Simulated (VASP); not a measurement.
# MnF2 (P-3m1) in VASP: a series of runs

The runs below take MnF2 through single point, with PBE+U.

Everything below comes from runs of VASP 6.6.1. Logs are shortened: lines on timing, memory, paths and dates and some standing lists are left out, and cuts for length are marked.

## (1) The cell of the first run

The structure is trigonal, space group P-3m1 (No. 164). Conventional cell: a = 3.374 Å, b = 3.374 Å, c = 4.958 Å, α = 90.00°, β = 90.00°, γ = 120.00°. Mn (site symmetry -3m) has 6 F at 2.17 Å within 2.9 Å. Within 2.9 Å of F (site symmetry 3m) lie 3 Mn at 2.17 Å and 3 F at 2.74 Å.

## (2) Single point, PBE+U, collinear spin, ferromagnetic start

INCAR reads:

```
SYSTEM = MnF2
ALGO = Normal ; EDIFF = 1E-6
ENCUT = 700 ; GGA = PE
GGA_COMPAT = .FALSE. ; ISIF = 2
ISMEAR = 0 ; ISPIN = 2
LASPH = .TRUE. ; LCHARG = .FALSE.
LDAU = .TRUE. ; LDAUJ = 0 0
LDAUL = 2 -1 ; LDAUPRINT = 1
LDAUTYPE = 2 ; LDAUU = 2 0
LMAXMIX = 4 ; LORBIT = 11
LREAL = .FALSE. ; LWAVE = .FALSE.
MAGMOM = 4.73 0 0 ; NBANDS = 26
NELM = 200 ; PREC = Accurate
SIGMA = 0.05
```

KPOINTS reads:

```
k-points
0
G
  8 8 6
  0 0 0
```

POSCAR reads:

```
MnF2
1.0
    3.3743128661      0.0000000000      0.0000000000
   -1.6871564330      2.9222406624      0.0000000000
    0.0000000000      0.0000000000      4.9576215098
Mn F
1 2
Direct
    0.0000000000      0.0000000000      0.0000000000
    0.3333333333      0.6666666667      0.1942625801
    0.6666666667      0.3333333333      0.8057374199
```

Potentials or basis: VASP PAW PBE potentials, release 64 (Mn_sv, F).

Started as:

```
cat potpaw_PBE.64/Mn_sv/POTCAR potpaw_PBE.64/F/POTCAR > POTCAR
mpirun -np 1 vasp_std > vasp.out
```

OUTCAR:

```text
SYSTEM = MnF2
   EDIFF = 1E-6
   ENCUT = 700
   GGA = PE
   ISIF = 2
   ISMEAR = 0
   ISPIN = 2
   LASPH = .TRUE.
   LORBIT = 11
   LREAL = .FALSE.
   NELM = 200
   PREC = Accurate

 ion  position               nearest neighbor table
   1  0.000  0.000  0.000-   2 2.17   3 2.17   3 2.17   2 2.17   3 2.17   2 2.17
   2  0.333  0.667  0.194-   1 2.17   1 2.17   1 2.17
   3  0.667  0.333  0.806-   1 2.17   1 2.17   1 2.17

  LATTYP: Found a hexagonal cell.
 ALAT       =     3.3743128661
 C/A-ratio  =     1.4692240188

  Lattice vectors:

 A1 = (   3.3743128661,   0.0000000000,   0.0000000000)
 A2 = (  -1.6871564330,   2.9222406624,   0.0000000000)
 A3 = (   0.0000000000,   0.0000000000,   4.9576215098)

Analysis of symmetry for initial positions (statically):
=====================================================================
 Subroutine PRICEL returns:
 Original cell was already a primitive cell.

 Routine SETGRP: Setting up the symmetry group for a
 hexagonal supercell.

 Subroutine GETGRP returns: Found 12 space group operations
 (whereof 12 operations were pure point group operations)
 out of a pool of 24 trial point group operations.

The static configuration has the point symmetry D_3d.

Analysis of symmetry for dynamics (positions and initial velocities):
=====================================================================
 Subroutine PRICEL returns:
 Original cell was already a primitive cell.

 Routine SETGRP: Setting up the symmetry group for a
 hexagonal supercell.

 Subroutine GETGRP returns: Found 12 space group operations
 (whereof 12 operations were pure point group operations)
 out of a pool of 24 trial point group operations.

The dynamic configuration has the point symmetry D_3d.

Analysis of structural, dynamic, and magnetic symmetry:
=====================================================================
 Subroutine PRICEL returns:
 Original cell was already a primitive cell.

 Routine SETGRP: Setting up the symmetry group for a
 hexagonal supercell.

 Subroutine GETGRP returns: Found 12 space group operations
 (whereof 12 operations were pure point group operations)
 out of a pool of 24 trial point group operations.

The overall configuration has the point symmetry D_3d.

 Subroutine INISYM returns: Found 12 space group operations
 (whereof 12 operations are pure point group operations),
 and found     1 'primitive' translations

----------------------------------------------------------------------------------------

                                     Primitive cell

  volume of cell :      48.8849

  direct lattice vectors                    reciprocal lattice vectors
     3.374312866  0.000000000  0.000000000     0.296356633  0.171101582  0.000000000
    -1.687156433  2.922240662  0.000000000     0.000000000  0.342203164  0.000000000
     0.000000000  0.000000000  4.957621510     0.000000000  0.000000000  0.201709630

  length of vectors
     3.374312866  3.374312866  4.957621510     0.342203164  0.342203164  0.201709630

  position of ions in fractional coordinates (direct lattice)
     0.000000000  0.000000000  0.000000000
     0.333333333  0.666666667  0.194262580
     0.666666667  0.333333333  0.805737420

  ion indices of the primitive-cell ions
   primitive index   ion index
                 1           1
                 2           2
                 3           3

----------------------------------------------------------------------------------------

 KPOINTS: k-points

Automatic generation of k-mesh.
 Grid dimensions read from file:
 generate k-points for:    8    8    6

 Generating k-lattice:

  Cartesian coordinates                     Fractional coordinates (reciprocal lattice)
     0.037044579  0.021387698  0.000000000     0.125000000  0.000000000  0.000000000
     0.000000000  0.042775395  0.000000000     0.000000000  0.125000000  0.000000000
     0.000000000  0.000000000  0.033618272     0.000000000  0.000000000  0.166666667

  Length of vectors
     0.042775395  0.042775395  0.033618272

  Shift w.r.t. Gamma in fractional coordinates (k-lattice)
     0.000000000  0.000000000  0.000000000

 Subroutine IBZKPT returns following result:
 ===========================================

 Found     50 irreducible k-points:

 Following reciprocal coordinates:
            Coordinates               Weight
  0.000000  0.000000  0.000000      1.000000
  0.125000  0.000000  0.000000      6.000000
  0.250000  0.000000  0.000000      6.000000
  0.375000  0.000000  0.000000      6.000000
  0.500000  0.000000  0.000000      3.000000
  0.125000  0.125000  0.000000      6.000000
[... 16 lines left out ...]
 -0.125000  0.500000  0.166667     12.000000
  0.250000  0.250000  0.166667     12.000000
 [... further k-points ...]
   k-points           NKPTS =     50   k-points in BZ     NKDIM =     50   number of bands    NBANDS=     26
   number of dos      NEDOS =    301   number of ions     NIONS =      3
   total plane-waves  NPLWV =  43200
   dimension x,y,z NGX =    30 NGY =   30 NGZ =   48
   dimension x,y,z NGXF=    60 NGYF=   60 NGZF=   96
   ions per type =               1   2
   NGX,Y,Z   is equivalent  to a cutoff of  14.78, 14.78, 16.10 a.u.
   NGXF,Y,Z  is equivalent  to a cutoff of  29.56, 29.56, 32.19 a.u.
 SYSTEM =  MnF2
   PREC   = accura    normal or accurate (medium, high low for compatibility)
   ISTART =      0    job   : 0-new  1-cont  2-samecut
   ICHARG =      2    charge: 1-file 2-atom 10-const
   ISPIN  =      2    spin polarized calculation?
   LNONCOLLINEAR =      F non collinear calculations
   LSORBIT =      F    spin-orbit coupling
   LASPH  =      T    aspherical Exc in radial PAW
   ENCUT  =  700.0 eV  51.45 Ry    7.17 a.u.   7.28  7.28 10.69*2*pi/ulx,y,z
   NELM   =    200;   NELMIN=  2; NELMDL= -5     # of ELM steps
   EDIFF  = 0.1E-05   stopping-criterion for ELM
   LREAL  =      F    real-space projection
   EDIFFG = 0.1E-04   stopping-criterion for IOM
   NSW    =      0    number of steps for IOM
   IBRION =     -1    ionic relax: 0-MD 1-quasi-New 2-CG
   NFREE  =      0    steps in history (QN), initial steepest desc. (CG)
   ISIF   =      2    stress and relaxation
   ISYM   =      2    0-nonsym 1-usesym 2-fastsym
   POTIM  = 0.5000    time-step for ionic-motion
   TEBEG  =    0.0;   TEEND  =   0.0 temperature during run
   PSTRESS=    0.0 pullay stress
   NELECT =      29.0000    total number of electrons
   NUPDOWN=      -1.0000    fix difference up-down
   EMIN   =  10.00;   EMAX   =-10.00  energy-range for DOS
   EFERMI =   0.00;   METHOD = LEGACY
   ISMEAR =     0;   SIGMA  =   0.05  broadening in eV -4-tet -1-fermi 0-gaus
   EFERMI_NEDOS =   21; number of points for ismear=-14 and -15
   IALGO  =     38    algorithm
   IMIX   =      4    mixing-type and parameters
     AMIX     =   0.40;   BMIX     =  1.00
     AMIX_MAG =   1.60;   BMIX_MAG =  1.00
  volume/ion in A,a.u.               =      16.29       109.96
  Fermi-wavevector in a.u.,A,eV,Ry     =   1.375570  2.599450 25.744835  1.892192
  Thomas-Fermi vector in A             =   2.500893
   LORBIT       =     11    0 simple, 1 ext, 2 COOP (PROOUT), +10 PAW based schemes
 LDA+U is selected, type is set to LDAUTYPE =  2
   angular momentum for each species LDAUL =     2   -1
   U (eV)           for each species LDAUU =   2.0  0.0
   J (eV)           for each species LDAUJ =   0.0  0.0
   GGA     = PE    functional components
   LHFCALC =     F    Hartree Fock is set to
   AEXX    =    0.0000 exact exchange contribution
   IVDW    =     0    specifies the selected vdW correction
   LEPSILON=     F    determine dielectric tensor
   LRPA    =     F    only Hartree local field effects (RPA)
 spin polarized calculation
 Gauss-broadening in eV      SIGMA  =   0.05
  energy-cutoff  :      700.00
  volume of cell :       48.88
 maximum number of plane-waves:      2092
 NGX is ok and might be reduce to    30
   NGX = 15   NGY = 15   NGZ = 21

atom =   1  type =  1  l = 2

 onsite density matrix

spin component  1

  0.9242  0.0000 -0.0000 -0.0149  0.0000
  0.0000  0.9234 -0.0000  0.0000 -0.0149
 -0.0000 -0.0000  0.9054  0.0000  0.0000
 -0.0149  0.0000  0.0000  0.9234 -0.0000
  0.0000 -0.0149  0.0000 -0.0000  0.9242

spin component  2

  0.0296  0.0000 -0.0000 -0.0180  0.0000
  0.0000  0.0267 -0.0000  0.0000 -0.0180
 -0.0000 -0.0000  0.0106  0.0000  0.0000
 -0.0180  0.0000  0.0000  0.0267 -0.0000
  0.0000 -0.0180  0.0000 -0.0000  0.0296

 occupancies and eigenvectors

  o =  0.0101  v =  0.0000  0.0000  0.0000  0.0000  0.0000  0.6125 -0.3157  0.0000  0.6635 -0.2914      0.0000  0.0000  0.0000  0.0000  0.0000  0.0000  0.0000  0.0000  0.0000  0.0000
  o =  0.0101  v =  0.0000  0.0000  0.0000  0.0000  0.0000 -0.2914 -0.6635  0.0000 -0.3157 -0.6125      0.0000  0.0000  0.0000  0.0000  0.0000  0.0000  0.0000  0.0000  0.0000  0.0000
  o =  0.0106  v =  0.0000  0.0000  0.0000  0.0000  0.0000  0.0000 -0.0000 -1.0000  0.0000 -0.0000      0.0000  0.0000  0.0000  0.0000  0.0000  0.0000  0.0000  0.0000  0.0000  0.0000
  o =  0.0461  v =  0.0000  0.0000  0.0000  0.0000  0.0000 -0.6637 -0.2911  0.0000  0.6127  0.3153      0.0000  0.0000  0.0000  0.0000  0.0000  0.0000  0.0000  0.0000  0.0000  0.0000
  o =  0.0461  v =  0.0000  0.0000  0.0000  0.0000  0.0000  0.3153 -0.6127  0.0000 -0.2911  0.6637      0.0000  0.0000  0.0000  0.0000  0.0000  0.0000  0.0000  0.0000  0.0000  0.0000
  o =  0.9054  v = -0.0000  0.0000 -1.0000 -0.0000  0.0000  0.0000  0.0000  0.0000  0.0000  0.0000      0.0000  0.0000  0.0000  0.0000  0.0000  0.0000  0.0000  0.0000  0.0000  0.0000
  o =  0.9089  v = -0.6303  0.3075  0.0000 -0.6469  0.2996  0.0000  0.0000  0.0000  0.0000  0.0000      0.0000  0.0000  0.0000  0.0000  0.0000  0.0000  0.0000  0.0000  0.0000  0.0000
  o =  0.9089  v =  0.2996  0.6469  0.0000  0.3075  0.6303  0.0000  0.0000  0.0000  0.0000  0.0000      0.0000  0.0000  0.0000  0.0000  0.0000  0.0000  0.0000  0.0000  0.0000  0.0000
  o =  0.9387  v = -0.6469 -0.2996  0.0000  0.6303  0.3075  0.0000  0.0000  0.0000  0.0000  0.0000      0.0000  0.0000  0.0000  0.0000  0.0000  0.0000  0.0000  0.0000  0.0000  0.0000
  o =  0.9387  v =  0.3075 -0.6303  0.0000 -0.2996  0.6469  0.0000  0.0000  0.0000  0.0000  0.0000      0.0000  0.0000  0.0000  0.0000  0.0000  0.0000  0.0000  0.0000  0.0000  0.0000

 number of electron      29.0000001 magnetization       5.0000010

 Free energy of the ion-electron system (eV)
  ---------------------------------------------------
  ext. energy  EPLUGINS =         0.00000000
  ---------------------------------------------------
  free energy    TOTEN  =       -18.98526334 eV

  energy without entropy =      -18.98526334  energy(sigma->0) =      -18.98526334

 E-fermi :   1.4922     XC(G=0):  -8.4975

 val. band max:        1.1129093213   @ k =   0.0000   0.0000   0.5000
 cond. band min:       3.5815858388   @ k =   0.0000   0.0000   0.0000
 fundamental gap:      2.4686765175
 Fermi energy:         1.4922309826

 spin component 1

 k-point     1 :       0.0000    0.0000    0.0000
  band No.  band energies     occupation
      1     -79.1124      1.00000
      2     -47.9450      1.00000
      3     -47.8376      1.00000
      4     -47.8376      1.00000
      5     -21.7974      1.00000
      6     -21.1854      1.00000
[... 18 lines left out ...]
     25      19.9401      0.00000
     26      19.9401      0.00000
[... 644 lines left out ...]
      4     -47.8472      1.00000
      5     -21.4635      1.00000
      6     -21.3282      1.00000
[... 18 lines left out ...]
     25      18.0581      0.00000
     26      19.9409      0.00000

 [... further k-points ...]

 spin component 2

 k-point     1 :       0.0000    0.0000    0.0000
  band No.  band energies     occupation
      1     -73.9983      1.00000
      2     -42.9391      1.00000
      3     -42.8052      1.00000
      4     -42.8052      1.00000
      5     -21.6298      1.00000
      6     -21.0349      1.00000
[... 18 lines left out ...]
     25      21.2802      0.00000
     26      21.2802      0.00000
[... 644 lines left out ...]
      4     -42.8187      1.00000
      5     -21.3018      1.00000
      6     -21.1650      1.00000
[... 18 lines left out ...]
     25      19.0309      0.00000
     26      20.7650      0.00000

 [... further k-points ...]
[... 5 lines left out ...]
  --------------------------------------------------------------------------------------
  -------------------------------------------------------------------------------------
  Total       -0.6009233     -0.6009233     -0.3270457     -0.0000000      0.0000000      0.0000000
  in kB      -19.6949506    -19.6949506    -10.7187563     -0.0000000      0.0000000      0.0000000
  external PRESSURE =     -16.7028858 kB  Pullay stress =       0.0000000 kB

 VOLUME and BASIS-vectors are now :
 -----------------------------------------------------------------------------
  energy-cutoff  :      700.00
  volume of cell :       48.88
      direct lattice vectors                 reciprocal lattice vectors
     3.374312866  0.000000000  0.000000000     0.296356633  0.171101582  0.000000000
    -1.687156433  2.922240662  0.000000000     0.000000000  0.342203164  0.000000000
     0.000000000  0.000000000  4.957621510     0.000000000  0.000000000  0.201709630

 POSITION                                       TOTAL-FORCE (eV/Angst)
 -----------------------------------------------------------------------------------
      0.00000      0.00000      0.00000         0.000000      0.000000      0.000000
     -0.00000      1.94816      0.96308         0.000000     -0.000000     -0.109012
      1.68716      0.97408      3.99454        -0.000000      0.000000      0.109012
 -----------------------------------------------------------------------------------
    total drift:                                0.000000     -0.000000      0.000000

  FREE ENERGIE OF THE ION-ELECTRON SYSTEM (eV)
  ---------------------------------------------------
  free  energy   TOTEN  =       -18.9852633367 eV

  energy  without entropy=      -18.9852633367  energy(sigma->0) =      -18.98526334

 total charge

# of ion       s       p       d       tot
------------------------------------------
    1        2.087   5.998   4.703  12.788
    2        1.730   4.354   0.000   6.084
    3        1.730   4.354   0.000   6.084
--------------------------------------------------
tot          5.548  14.706   4.703  24.957

 magnetization (x)

# of ion       s       p       d       tot
------------------------------------------
    1        0.017   0.012   4.462   4.491
    2        0.006   0.065   0.000   0.072
    3        0.006   0.065   0.000   0.072
--------------------------------------------------
tot          0.030   0.143   4.462   4.634
```

It took 3 min on 1 thread of Intel Xeon Platinum 8375C at 2.90GHz (Ice Lake), shared host; peak memory 0.31 GiB.

Results:

| Item | Value |
| --- | --- |
| Free energy | -18.9853 eV |
| Pressure | -1.7 GPa |
| Largest force | 0.109 eV/Å |
| Band gap on the k mesh | 2.47 eV (least direct gap 2.48 eV) |
| Net moment | 5.00 μB per cell |
| Site moments | Mn +4.49; F +0.07 μB |
| Valence electrons inside the program's atomic spheres | Mn 12.79; F 6.08 |

Forces in eV/Å, atoms in the order of the input:
```
Mn   0.000  0.000  0.000
F    0.000  0.000 -0.109
F    0.000  0.000  0.109
```

Levels at points of the mesh, in eV from the valence-band top:
Spin up:
```tsv
k point	band 13	band 14	band 15	band 16	band 17	band 18	band 19	band 20	band 21	band 22
(0.00, 0.00, 0.00)	-1.97	-1.97	-1.34	-0.01	-0.01	2.47	7.22	10.21	14.45	14.45
(0.50, 0.00, 0.00)	-1.90	-1.70	-1.68	-0.76	-0.18	7.21	7.74	10.83	11.38	12.77
(0.00, 0.00, 0.50)	-1.98	-1.98	-1.33	0.00	0.00	3.77	5.13	12.42	14.56	14.56
(0.50, 0.00, 0.50)	-1.87	-1.70	-1.68	-0.79	-0.20	7.70	7.83	9.05	10.45	14.86
```
Spin down:
| k point | band 8 | band 9 | band 10 | band 11 | band 12 | band 13 | band 14 | band 15 | band 16 | band 17 |
| --- | --- | --- | --- | --- | --- | --- | --- | --- | --- | --- |
| (0.00, 0.00, 0.00) | -4.47 | -4.47 | -3.44 | -3.44 | -2.99 | 3.09 | 4.10 | 4.10 | 4.63 | 5.33 |
| (0.50, 0.00, 0.00) | -4.65 | -4.24 | -3.90 | -3.49 | -3.41 | 3.81 | 4.15 | 4.58 | 4.83 | 5.29 |
| (0.00, 0.00, 0.50) | -4.45 | -4.45 | -3.46 | -3.46 | -3.45 | 4.08 | 4.08 | 4.19 | 5.14 | 5.34 |
| (0.50, 0.00, 0.50) | -4.81 | -4.20 | -3.95 | -3.37 | -3.28 | 3.89 | 4.25 | 4.57 | 4.79 | 5.29 |

Eigenvalues of the final occupation matrices:
```csv
site,spin,trace,eigenvalues
site 1 d,1,4.60,0.91 0.91 0.91 0.94 0.94
site 1 d,2,0.12,0.01 0.01 0.01 0.05 0.05
```

Caveat: a cell with one magnetic atom can't hold antiferromagnetic order, which such compounds often take. A k mesh can miss the band edges.

[end of part 1 of 2]
